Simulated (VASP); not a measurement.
# BiH3 (Pm-3n) in VASP: further runs, part 2 of 2

VASP 6.6.1.

### 5 The runs side by side

| task | cell | cutoff (eV) | gap on the mesh (eV) | pressure (GPa) |
| --- | --- | --- | --- | --- |
| single point | a = 4.308 Å, 8 atoms | 520 | none | -0.4 |
| relaxation of cell and atoms | relaxed from a = 4.510 Å, 8 atoms | 600 | none | -0.3 |
| single point | a = 4.510 Å, 8 atoms | 520 | none | -8.1 |

Alike in all rows: level PBE; potentials or basis VASP PAW PBE potentials, release 64 (Bi_d, H); no spin polarisation; k mesh 4 × 4 × 4; smearing gaussian 0.1 eV.

Caveats: some runs use coarse meshes; spin-orbit coupling is left out, which moves the levels of the heavy elements.

Total energies depend on the potentials used, so only differences within one code and one set of settings carry meaning.
